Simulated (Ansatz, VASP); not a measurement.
Cu in VASP and in Ansatz

Contents of INCAR:

```
SYSTEM = Cu
ALGO     = Normal         ! electronic algorithm
EDIFF    = 1E-6           ! SCF threshold, eV
ENCUT    = 520            ! plane-wave cutoff, eV
ISIF     = 2              ! what is computed and relaxed
ISMEAR   = 0              ! smearing method
LASPH    = .TRUE.         ! aspherical terms in the spheres
LCHARG   = .FALSE.        ! write CHGCAR
LREAL    = .FALSE.        ! projectors in reciprocal space
LWAVE    = .FALSE.        ! write WAVECAR
NBANDS   = 12             ! bands
NELM     = 60             ! most SCF steps
PREC     = Accurate       ! precision mode
SIGMA    = 0.15           ! smearing width, eV
```

KPOINTS

```
k-points
0
G
  22 22 22
  0 0 0
```

The input POSCAR:

```
Cu
1.0
    0.0000000000      1.7532750000      1.7532750000
    1.7532750000      0.0000000000      1.7532750000
    1.7532750000      1.7532750000      0.0000000000
Cu
1
Direct
    0.0000000000      0.0000000000      0.0000000000
```

Input for Ansatz:

```yaml
crystal:
  lattice:
    - [0.0, 1.753275, 1.753275]
    - [1.753275, 0.0, 1.753275]
    - [1.753275, 1.753275, 0.0]
  atoms:
    - { symbol: Cu, position: [0.0, 0.0, 0.0] }
basis:
  ecutwfc: 420
kpoints:
  mp_grid: { grid: [22, 22, 22] }
hamiltonian:
  xc: lda
scf:
  occupations: { method: gaussian, width: 0.15 }
output:
  forces: true
  stress: true
  eigenvalues: true
```

Change from the starting cell: strain -0.030 along x and y, -0.030 along z, atoms carried along.

Alike in both runs: task single point; functional LDA; k mesh 22 × 22 × 22; occupations gaussian, width 0.15 eV; no spin polarisation.

|  | VASP | Ansatz |
| --- | --- | --- |
| version | VASP 6.6.1 | Ansatz 0.2.0 |
| potentials or method | VASP PAW LDA potentials, release 64 (Cu), cutoff 520 eV | scalar-relativistic, plane waves, PAW |
| valence electrons in the cell | 11 | 19 |

Ansatz gave:

```
gap on the k mesh at the Fermi level (eV) : none
pressure (GPa)                            : 2.0
```

Q: Estimate VASP's values.

A: gap on the k mesh at the Fermi level (eV): none; pressure (GPa): 2.8.

LDA's correlation is that of Perdew and Zunger in VASP and of Perdew and Wang (1992) in Ansatz. A gap of «none» marks a metal or a gap that the smearing closes. VASP's potentials hold 11 valence electrons a cell and Ansatz's 19, so a difference there can come from the potentials and not from the codes.
